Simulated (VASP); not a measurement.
# TiAl (Pm-3m) in VASP: further runs, part 2 of 2

VASP 6.6.1. The steps go on from the part before.

## 3. Single point, PBE (volume scaled by 1.04)

INCAR reads:

```
PREC = Accurate ; ENCUT = 520
EDIFF = 1E-7 ; ISMEAR = -1
SIGMA = 0.05 ; LREAL = False
LASPH = True ; NELM = 60
ALGO = Normal ; ISIF = 2
LWAVE = False ; LCHARG = False
GGA = PE ; NBANDS = 14
```

KPOINTS reads:

```
regular mesh
0
Gamma
  8 8 8
```

POSCAR reads:

```
TiAl
1.0
    3.2208985869      0.0000000000      0.0000000000
    0.0000000000      3.2208985869      0.0000000000
    0.0000000000      0.0000000000      3.2208985869
Ti Al
1 1
Direct
    0.0000000000      0.0000000000      0.0000000000
    0.5000000000      0.5000000000      0.5000000000
```

Potentials or basis: VASP PAW PBE potentials, release 64 (Ti_sv, Al).

Command:

```
$ cat potpaw_PBE.64/Ti_sv/POTCAR potpaw_PBE.64/Al/POTCAR > POTCAR
$ mpirun -np 1 vasp_std > vasp.out
```

OUTCAR:

```text
PREC = Accurate
   ENCUT = 520
   EDIFF = 1E-7
   ISMEAR = -1
   LREAL = False
   LASPH = True
   NELM = 60
   ISIF = 2
   GGA = PE

 ion  position               nearest neighbor table
   1  0.000  0.000  0.000-   2 2.79   2 2.79   2 2.79   2 2.79   2 2.79   2 2.79   2 2.79   2 2.79

   2  0.500  0.500  0.500-   1 2.79   1 2.79   1 2.79   1 2.79   1 2.79   1 2.79   1 2.79   1 2.79

  LATTYP: Found a simple cubic cell.
 ALAT       =     3.2208985869

  Lattice vectors:

 A1 = (   3.2208985869,   0.0000000000,   0.0000000000)
 A2 = (   0.0000000000,   3.2208985869,   0.0000000000)
 A3 = (   0.0000000000,   0.0000000000,   3.2208985869)

Analysis of symmetry for initial positions (statically):
=====================================================================
 Subroutine PRICEL returns:
 Original cell was already a primitive cell.

 Routine SETGRP: Setting up the symmetry group for a
 simple cubic supercell.

 Subroutine GETGRP returns: Found 48 space group operations
 (whereof 48 operations were pure point group operations)
 out of a pool of 48 trial point group operations.

The static configuration has the point symmetry O_h .

Analysis of symmetry for dynamics (positions and initial velocities):
=====================================================================
 Subroutine PRICEL returns:
 Original cell was already a primitive cell.

 Routine SETGRP: Setting up the symmetry group for a
 simple cubic supercell.

 Subroutine GETGRP returns: Found 48 space group operations
 (whereof 48 operations were pure point group operations)
 out of a pool of 48 trial point group operations.

The dynamic configuration has the point symmetry O_h .

 Subroutine INISYM returns: Found 48 space group operations
 (whereof 48 operations are pure point group operations),
 and found     1 'primitive' translations

----------------------------------------------------------------------------------------

                                     Primitive cell

  volume of cell :      33.4142

  direct lattice vectors                    reciprocal lattice vectors
     3.220898587  0.000000000  0.000000000     0.310472364  0.000000000  0.000000000
     0.000000000  3.220898587  0.000000000     0.000000000  0.310472364  0.000000000
     0.000000000  0.000000000  3.220898587     0.000000000  0.000000000  0.310472364

  length of vectors
     3.220898587  3.220898587  3.220898587     0.310472364  0.310472364  0.310472364

  position of ions in fractional coordinates (direct lattice)
     0.000000000  0.000000000  0.000000000
     0.500000000  0.500000000  0.500000000

  ion indices of the primitive-cell ions
   primitive index   ion index
                 1           1
                 2           2

----------------------------------------------------------------------------------------

 KPOINTS: regular mesh

Automatic generation of k-mesh.
 Grid dimensions read from file:
 generate k-points for:    8    8    8

 Generating k-lattice:

  Cartesian coordinates                     Fractional coordinates (reciprocal lattice)
     0.038809046  0.000000000  0.000000000     0.125000000  0.000000000  0.000000000
     0.000000000  0.038809046  0.000000000     0.000000000  0.125000000  0.000000000
     0.000000000  0.000000000  0.038809046     0.000000000  0.000000000  0.125000000

  Length of vectors
     0.038809046  0.038809046  0.038809046

  Shift w.r.t. Gamma in fractional coordinates (k-lattice)
     0.000000000  0.000000000  0.000000000

 Subroutine IBZKPT returns following result:
 ===========================================

 Found     35 irreducible k-points:

 Following reciprocal coordinates:
            Coordinates               Weight
  0.000000  0.000000  0.000000      1.000000
  0.125000  0.000000  0.000000      6.000000
  0.250000  0.000000  0.000000      6.000000
  0.375000  0.000000  0.000000      6.000000
  0.500000  0.000000  0.000000      3.000000
  0.125000  0.125000  0.000000     12.000000
[... 16 lines left out ...]
  0.375000  0.375000  0.125000     24.000000
  0.500000  0.375000  0.125000     24.000000
 [... further k-points ...]
   k-points           NKPTS =     35   k-points in BZ     NKDIM =     35   number of bands    NBANDS=     14
   number of dos      NEDOS =    301   number of ions     NIONS =      2
   total plane-waves  NPLWV =  13824
   dimension x,y,z NGX =    24 NGY =   24 NGZ =   24
   dimension x,y,z NGXF=    48 NGYF=   48 NGZF=   48
   ions per type =               1   1
   NGX,Y,Z   is equivalent  to a cutoff of  12.39, 12.39, 12.39 a.u.
   NGXF,Y,Z  is equivalent  to a cutoff of  24.78, 24.78, 24.78 a.u.
 SYSTEM =  unknown system
   PREC   = accura    normal or accurate (medium, high low for compatibility)
   ISTART =      0    job   : 0-new  1-cont  2-samecut
   ICHARG =      2    charge: 1-file 2-atom 10-const
   ISPIN  =      1    spin polarized calculation?
   LNONCOLLINEAR =      F non collinear calculations
   LSORBIT =      F    spin-orbit coupling
   LASPH  =      T    aspherical Exc in radial PAW
   ENCUT  =  520.0 eV  38.22 Ry    6.18 a.u.   5.99  5.99  5.99*2*pi/ulx,y,z
   NELM   =     60;   NELMIN=  2; NELMDL= -5     # of ELM steps
   EDIFF  = 0.1E-06   stopping-criterion for ELM
   LREAL  =      F    real-space projection
   EDIFFG = 0.1E-05   stopping-criterion for IOM
   NSW    =      0    number of steps for IOM
   IBRION =     -1    ionic relax: 0-MD 1-quasi-New 2-CG
   NFREE  =      0    steps in history (QN), initial steepest desc. (CG)
   ISIF   =      2    stress and relaxation
   ISYM   =      2    0-nonsym 1-usesym 2-fastsym
   POTIM  = 0.5000    time-step for ionic-motion
   TEBEG  =    0.0;   TEEND  =   0.0 temperature during run
   PSTRESS=    0.0 pullay stress
   NELECT =      15.0000    total number of electrons
   NUPDOWN=      -1.0000    fix difference up-down
   EMIN   =  10.00;   EMAX   =-10.00  energy-range for DOS
   EFERMI =   0.00;   METHOD = LEGACY
   ISMEAR =    -1;   SIGMA  =   0.05  broadening in eV -4-tet -1-fermi 0-gaus
   EFERMI_NEDOS =   21; number of points for ismear=-14 and -15
   IALGO  =     38    algorithm
   IMIX   =      4    mixing-type and parameters
     AMIX     =   0.40;   BMIX     =  1.00
     AMIX_MAG =   1.60;   BMIX_MAG =  1.00
  volume/ion in A,a.u.               =      16.71       112.75
  Fermi-wavevector in a.u.,A,eV,Ry     =   1.253511  2.368793 21.378701  1.571290
  Thomas-Fermi vector in A             =   2.387360
   LORBIT       =      0    0 simple, 1 ext, 2 COOP (PROOUT), +10 PAW based schemes
   GGA     = PE    functional components
   LHFCALC =     F    Hartree Fock is set to
   AEXX    =    0.0000 exact exchange contribution
   IVDW    =     0    specifies the selected vdW correction
   LEPSILON=     F    determine dielectric tensor
   LRPA    =     F    only Hartree local field effects (RPA)
 non-spin polarized calculation
  energy-cutoff  :      520.00
  volume of cell :       33.41
 maximum number of plane-waves:       918
 NGX is ok and might be reduce to    24
   NGX = 11   NGY = 11   NGZ = 11

 number of electron      14.9999997 magnetization

 Free energy of the ion-electron system (eV)
  ---------------------------------------------------
  ext. energy  EPLUGINS =         0.00000000
  ---------------------------------------------------
  free energy    TOTEN  =       -12.10446786 eV

  energy without entropy =      -12.08039834  energy(sigma->0) =      -12.09243310

 E-fermi :   8.3663     XC(G=0): -10.9198

 val. band max:        8.3631504263   @ k =   0.3750   0.3750   0.2500
 cond. band min:       8.3703610403   @ k =   0.5000   0.3750   0.2500
 fundamental gap:      0.0072106140
 Fermi energy:         8.3663343947

 k-point     1 :       0.0000    0.0000    0.0000
  band No.  band energies     occupation
      1     -48.6134      2.00000
      2     -24.8169      2.00000
      3     -24.8169      2.00000
      4     -24.8169      2.00000
      5      -0.7352      2.00000
      6       7.0143      2.00000
      7       7.0143      2.00000
      8      10.0808      0.00000
      9      10.0808      0.00000
     10      10.0808      0.00000
     11      12.5955      0.00000
     12      12.5955      0.00000
     13      12.5955      0.00000
     14      16.9424      0.00000
[... 375 lines left out ...]
 k-point    24 :       0.5000    0.3750    0.1250
  band No.  band energies     occupation
      1     -48.5892      2.00000
      2     -24.9438      2.00000
      3     -24.9208      2.00000
      4     -24.8130      2.00000
      5       3.3977      2.00000
      6       5.4062      2.00000
      7       6.4515      2.00000
      8       7.8053      1.99997
      9       9.2214      0.00000
     10       9.2469      0.00000
     11      11.0534      0.00000
     12      12.7395      0.00000
     13      13.2241      0.00000
     14      15.5021      0.00000

 [... further k-points ...]
[... 5 lines left out ...]
  --------------------------------------------------------------------------------------
  -------------------------------------------------------------------------------------
  Total       -0.6927354     -0.6927354     -0.6927354     -0.0000000     -0.0000000      0.0000000
  in kB      -33.2159600    -33.2159600    -33.2159600     -0.0000000     -0.0000000      0.0000000
  external PRESSURE =     -33.2159600 kB  Pullay stress =       0.0000000 kB

 VOLUME and BASIS-vectors are now :
 -----------------------------------------------------------------------------
  energy-cutoff  :      520.00
  volume of cell :       33.41
      direct lattice vectors                 reciprocal lattice vectors
     3.220898587  0.000000000  0.000000000     0.310472364  0.000000000  0.000000000
     0.000000000  3.220898587  0.000000000     0.000000000  0.310472364  0.000000000
     0.000000000  0.000000000  3.220898587     0.000000000  0.000000000  0.310472364

 POSITION                                       TOTAL-FORCE (eV/Angst)
 -----------------------------------------------------------------------------------
      0.00000      0.00000      0.00000         0.000000      0.000000      0.000000
      1.61045      1.61045      1.61045         0.000000      0.000000      0.000000
 -----------------------------------------------------------------------------------
    total drift:                                0.000000      0.000000      0.000000

  FREE ENERGIE OF THE ION-ELECTRON SYSTEM (eV)
  ---------------------------------------------------
  free  energy   TOTEN  =       -12.1044678555 eV

  energy  without entropy=      -12.0803983443  energy(sigma->0) =      -12.09243310
```

OSZICAR:

```text
N       E                     dE             d eps       ncg     rms          rms(c)
DAV:   1     0.104515299945E+03    0.10452E+03   -0.71833E+03   986   0.109E+03
DAV:   2    -0.806007765257E+01   -0.11258E+03   -0.10872E+03  1028   0.305E+02
DAV:   3    -0.136531369320E+02   -0.55931E+01   -0.54111E+01  1438   0.656E+01
DAV:   4    -0.138210442728E+02   -0.16791E+00   -0.16753E+00  1156   0.100E+01
DAV:   5    -0.138268406379E+02   -0.57964E-02   -0.57943E-02  1418   0.178E+00    0.950E+00
DAV:   6    -0.122173115706E+02    0.16095E+01   -0.55569E+00  1116   0.314E+01    0.304E+00
DAV:   7    -0.121154127432E+02    0.10190E+00   -0.54997E-01  1098   0.983E+00    0.167E+00
DAV:   8    -0.121090527988E+02    0.63599E-02   -0.65789E-02  1238   0.276E+00    0.659E-01
DAV:   9    -0.121043092624E+02    0.47435E-02   -0.12472E-02  1152   0.154E+00    0.163E-01
DAV:  10    -0.121044448136E+02   -0.13555E-03   -0.32725E-04  1154   0.161E-01    0.907E-02
DAV:  11    -0.121044670219E+02   -0.22208E-04   -0.11713E-04  1202   0.113E-01    0.207E-02
DAV:  12    -0.121044679764E+02   -0.95451E-06   -0.13352E-05  1146   0.264E-02    0.724E-03
DAV:  13    -0.121044678274E+02    0.14893E-06   -0.63204E-07  1120   0.833E-03    0.323E-03
DAV:  14    -0.121044678555E+02   -0.28029E-07   -0.12811E-07  1068   0.252E-03
   1 F= -.12104468E+02 E0= -.12092433E+02  d E =-.240695E-01
```

It took 4.8 s on 1 thread of Intel Xeon 6975P-C (Granite Rapids), shared host; peak memory 0.14 GiB.

What came out:

```
Free energy : -12.1045 eV
Pressure    : -3.3 GPa
```

## 4. Single point, PBE (volume scaled by 1.06)

INCAR reads:

```
PREC = Accurate ; ENCUT = 520
EDIFF = 1E-6 ; ISMEAR = -1
SIGMA = 0.05 ; LREAL = F
LASPH = T ; NELM = 100
ALGO = Fast ; ISIF = 2
LWAVE = F ; LCHARG = F
GGA = PE ; NBANDS = 14
```

KPOINTS is that of step 3.

POSCAR reads:

```
TiAl
1.0
    3.2414144177      0.0000000000      0.0000000000
    0.0000000000      3.2414144177      0.0000000000
    0.0000000000      0.0000000000      3.2414144177
Ti Al
1 1
Direct
    0.0000000000      0.0000000000      0.0000000000
    0.5000000000      0.5000000000      0.5000000000
```

Command:

```
$ cat potpaw_PBE.64/Ti_sv/POTCAR potpaw_PBE.64/Al/POTCAR > POTCAR
$ mpirun -np 1 vasp_std > vasp.out
```

Wall time 8.5 s (1 thread of Intel Xeon 6975P-C (Granite Rapids), shared host); peak memory 0.14 GiB.

The run converged. Its results:

* Free energy: -12.0876 eV
* Pressure: -5.1 GPa

Levels at points of the mesh, in eV from the Fermi level:
```
           k point  band 4  band 5  band 6  band 7  band 8  band 9  band 10  band 11
(0.00, 0.00, 0.00)  -33.22   -9.02   -1.31   -1.31    1.67    1.67     1.67     4.14
(0.50, 0.00, 0.00)  -33.21   -5.96   -5.02   -0.50    0.14    0.14     1.86     2.74
(0.50, 0.50, 0.00)  -33.20   -4.86   -2.08   -2.08   -1.40    0.68     0.68     2.51
(0.50, 0.50, 0.50)  -33.32   -2.92   -2.92   -2.92    0.30    2.57     2.57     2.76
```

## 5. Overview

| cell | gap on the mesh (eV) | pressure (GPa) |
| --- | --- | --- |
| a = 3.200 Å, 2 atoms | none | -1.3 |
| a = 3.221 Å, 2 atoms | none | -3.3 |
| a = 3.241 Å, 2 atoms | none | -5.1 |

Alike in all rows: task single point; level PBE; potentials or basis VASP PAW PBE potentials, release 64 (Ti_sv, Al); no spin polarisation; k mesh 8 × 8 × 8; cutoff (eV) 520; smearing fermi-dirac 0.05 eV.

Total energies depend on the potentials used, so only differences within one code and one set of settings carry meaning.
